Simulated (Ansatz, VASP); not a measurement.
## One calculation of Be, two programs

File INCAR:

```
SYSTEM = Be
PREC = Accurate ; ENCUT = 520
EDIFF = 1E-6 ; ISMEAR = 0
SIGMA = 0.05 ; LREAL = .False.
LASPH = .True. ; NELM = 80
ALGO = Normal ; ISIF = 2
LWAVE = .False. ; LCHARG = .False.
GGA = PE ; NBANDS = 12
```

File KPOINTS:

```
regular mesh
0
Gamma
  10 10 18
  0 0 0
```

The input POSCAR:

```
Be
1.0
    3.7468140000      0.0000000000      0.0000000000
    0.0000000000      3.7468140000      0.0000000000
    0.0000000000      0.0000000000      2.2812800000
Be
4
Direct
    0.2974080000      0.2974080000      0.0000000000
    0.7025920000      0.7025920000      0.0000000000
    0.2025920000      0.7974080000      0.5000000000
    0.7974080000      0.2025920000      0.5000000000
```

Input for Ansatz:

```yaml
crystal:
  lattice:
    - [3.746814, 0.0, 0.0]
    - [0.0, 3.746814, 0.0]
    - [0.0, 0.0, 2.28128]
  atoms:
    - { symbol: Be, position: [0.297408, 0.297408, 0.0] }
    - { symbol: Be, position: [0.702592, 0.702592, 0.0] }
    - { symbol: Be, position: [0.202592, 0.797408, 0.5] }
    - { symbol: Be, position: [0.797408, 0.202592, 0.5] }
basis:
  ecutwfc: 420
kpoints:
  mp_grid: { grid: [10, 10, 18] }
hamiltonian:
  xc: pbe
scf:
  occupations: { method: gaussian, width: 0.05 }
output:
  forces: true
  eigenvalues: true
  eigenstates:
    nscf_kmesh: { grid: [20, 20, 32] }
    top_band: c6
    de_dk: true
    localisation: false
  stress: true
checkpoint:
  write: ck
  compress: false
  write_wavefunctions: false
  write_every: 100000
```

Alike in both runs: task single point; functional PBE; k mesh 10 × 10 × 18; occupations gaussian, width 0.05 eV; no spin polarisation.

|  | VASP | Ansatz |
| --- | --- | --- |
| version | VASP 6.6.1 | Ansatz 0.2.0 |
| potentials or method | VASP PAW PBE potentials, release 64 (Be), cutoff 520 eV | scalar-relativistic, plane waves, PAW |
| valence electrons in the cell | 8 | 8 |

|  | VASP | Ansatz | Ansatz less VASP |
| --- | --- | --- | --- |
| pressure (GPa) | 0.1 | 0.0 | -0.15 |
| traceless stress, the component that is largest in VASP (GPa) | -1.70 | -1.69 | +0.007 |
| rms of the force components (eV/Å) | 0.005 | 0.007 | +0.0013 |

Atom by atom the forces differ by 0.001 eV/Å (rms over components). With one functional, cell and mesh, what is left measures potentials, basis and numerics.
